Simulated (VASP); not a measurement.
# Ca (I4/mmm) in VASP: further runs, part 2 of 2

VASP 6.6.1. Earlier steps stand in the parts before.

### 6 Single point, LDA

This run uses another cell than the first one, of 44.43 Å³/atom.

The input, INCAR:

```
SYSTEM = Ca
PREC = Accurate
ENCUT = 520
EDIFF = 1E-6
ISMEAR = 1
SIGMA = 0.05
LREAL = .False.
LASPH = .True.
NELM = 80
ALGO = Normal
ISIF = 2
LWAVE = .False.
LCHARG = .True.
LELF = .True.
LVHAR = .True.
NBANDS = 11
```

The input, KPOINTS:

```
regular mesh
0
Gamma
  9 9 9
  0 0 0
```

The input, POSCAR:

```
Ca
1.0
   -2.2342240854      2.2342240854      2.2250143716
    2.2342240854     -2.2342240854      2.2250143716
    2.2342240854      2.2342240854     -2.2250143716
Ca
1
Direct
    0.5000000000      0.5000000000      0.0000000000
```

Potentials or basis: VASP PAW LDA potentials, release 64 (Ca_sv).

Launch:

```bash
cat potpaw_LDA.64/Ca_sv/POTCAR > POTCAR
mpirun -np 1 vasp_std > vasp.out
```

OUTCAR:

```text
SYSTEM = Ca
   PREC = Accurate
   ENCUT = 520
   EDIFF = 1E-6
   ISMEAR = 1
   LREAL = .False.
   LASPH = .True.
   NELM = 80
   ISIF = 2

 ion  position               nearest neighbor table
   1  0.500  0.500  0.000-

  LATTYP: Found a body centered tetragonal cell.
 ALAT       =     4.4684481708
 C/A-ratio  =     0.9958778916

  Lattice vectors:

 A1 = (  -2.2342240854,   2.2342240854,   2.2250143716)
 A2 = (   2.2342240854,  -2.2342240854,   2.2250143716)
 A3 = (   2.2342240854,   2.2342240854,  -2.2250143716)

Analysis of symmetry for initial positions (statically):
=====================================================================
 Subroutine PRICEL returns:
 Original cell was already a primitive cell.

 Routine SETGRP: Setting up the symmetry group for a
 body centered tetragonal supercell.

 Subroutine GETGRP returns: Found 16 space group operations
 (whereof 16 operations were pure point group operations)
 out of a pool of 16 trial point group operations.

The static configuration has the point symmetry D_4h.

Analysis of symmetry for dynamics (positions and initial velocities):
[... 167 lines left out ...]
      1     -40.1142      2.00000
      2     -21.3273      2.00000
      3     -21.3258      2.00000
      4     -21.3258      2.00000
      5      -2.3379      2.00000
      6       3.6993      0.00000
      7       3.7163      0.00000
      8       3.7163      0.00000
      9       4.7117      0.00000
     10       4.7345      0.00000
     11      11.6544      0.00000
[... 309 lines left out ...]
 k-point    24 :       0.4444    0.4444   -0.0000
  band No.  band energies     occupation
      1     -40.1014      2.00000
      2     -21.4421      2.00000
      3     -21.3724      2.00000
      4     -21.3307      2.00000
      5       0.8584      2.00000
      6       1.6218      1.84388
      7       2.7886      0.00000
      8       4.5525      0.00000
      9       4.9709      0.00000
     10       5.7611      0.00000
     11       6.4084      0.00000

 [... further k-points ...]

------------------------ aborting loop because EDIFF is reached ----------------------------------------

  FORCE on cell =-STRESS in cart. coord.  units (eV):
  Direction    XX          YY          ZZ          XY          YZ          ZX
  --------------------------------------------------------------------------------------
  -------------------------------------------------------------------------------------
  Total       -0.6280978     -0.6280978     -0.6386006      0.0000000      0.0000000      0.0000000
  in kB      -22.6512208    -22.6512208    -23.0299827      0.0000000      0.0000000      0.0000000
  external PRESSURE =     -22.7774747 kB  Pullay stress =       0.0000000 kB

 VOLUME and BASIS-vectors are now :
 -----------------------------------------------------------------------------
  energy-cutoff  :      520.00
  volume of cell :       44.43
      direct lattice vectors                 reciprocal lattice vectors
    -2.234224085  2.234224085  2.225014372     0.000000000  0.223791339  0.224717650
     2.234224085 -2.234224085  2.225014372     0.223791339  0.000000000  0.224717650
     2.234224085  2.234224085 -2.225014372     0.223791339  0.223791339  0.000000000

 POSITION                                       TOTAL-FORCE (eV/Angst)
 -----------------------------------------------------------------------------------
      0.00000      0.00000      2.22501        -0.000000      0.000000     -0.000000
 -----------------------------------------------------------------------------------
    total drift:                                0.000000     -0.000000      0.000000

  FREE ENERGIE OF THE ION-ELECTRON SYSTEM (eV)
  ---------------------------------------------------
  free  energy   TOTEN  =        -2.1341374153 eV

  energy  without entropy=       -2.1337933464  energy(sigma->0) =       -2.13402273
```

OSZICAR:

```text
N       E                     dE             d eps       ncg     rms          rms(c)
DAV:   1     0.723127349724E+02    0.72313E+02   -0.52643E+03  1650   0.796E+02
DAV:   2     0.136336770661E+01   -0.70949E+02   -0.70286E+02  1794   0.222E+02
DAV:   3    -0.199585826516E+01   -0.33592E+01   -0.33234E+01  2941   0.400E+01
DAV:   4    -0.214282129859E+01   -0.14696E+00   -0.14639E+00  2122   0.481E+00
DAV:   5    -0.214419177374E+01   -0.13705E-02   -0.13688E-02  2342   0.558E-01    0.232E+00
DAV:   6    -0.213622584673E+01    0.79659E-02   -0.11963E-02  2095   0.119E+00    0.141E+00
DAV:   7    -0.213457197264E+01    0.16539E-02   -0.17490E-02  1929   0.155E+00    0.973E-02
DAV:   8    -0.213413012444E+01    0.44185E-03   -0.17578E-03  1967   0.400E-01    0.178E-02
DAV:   9    -0.213413664651E+01   -0.65221E-05   -0.83254E-05  2291   0.699E-02    0.545E-03
DAV:  10    -0.213413741530E+01   -0.76878E-06   -0.60768E-06  2294   0.227E-02
   1 F= -.21341374E+01 E0= -.21340227E+01  d E =-.344069E-03
```

It took 16 s on 1 thread of Intel Xeon 6975P-C (Granite Rapids), shared host; peak memory 0.16 GiB.

What came out:

```
Free energy            : -2.1341 eV
Pressure               : -2.3 GPa
Band gap on the k mesh : zero (bands 5 and 6 overlap by 0.18 eV)
```

### 7 Summary

```csv
level,potentials or basis,cell,smearing,gap on the mesh (eV),pressure (GPa)
LDA,"VASP PAW LDA potentials, release 64 (Ca_sv)","a = 3.789 Å, angles 109.4, 109.4, 109.7°, 1 atom",methfessel-paxton 0.05 eV,none,-1.6
revPBE,"VASP PAW PBE potentials, release 64 (Ca_sv)","a = 3.814 Å, angles 109.4, 109.4, 109.7°, 1 atom",tetrahedron,none,0.3
LDA,"VASP PAW LDA potentials, release 64 (Ca_sv)","a = 3.814 Å, angles 109.4, 109.4, 109.7°, 1 atom",methfessel-paxton 0.05 eV,none,-1.8
LDA,"VASP PAW LDA potentials, release 64 (Ca_sv)","a = 3.840 Å, angles 109.4, 109.4, 109.7°, 1 atom",methfessel-paxton 0.05 eV,none,-2.1
LDA,"VASP PAW LDA potentials, release 64 (Ca_sv)","a = 3.864 Å, angles 109.4, 109.4, 109.7°, 1 atom",methfessel-paxton 0.05 eV,none,-2.3
```

Alike in all rows: task single point; no spin polarisation; k mesh 9 × 9 × 9; cutoff (eV) 520.

Caveats: the PAW data sets were made with another functional, which shifts forces and pressure a little (at least some runs).

Absolute energies hang on the potentials; compare differences alone.
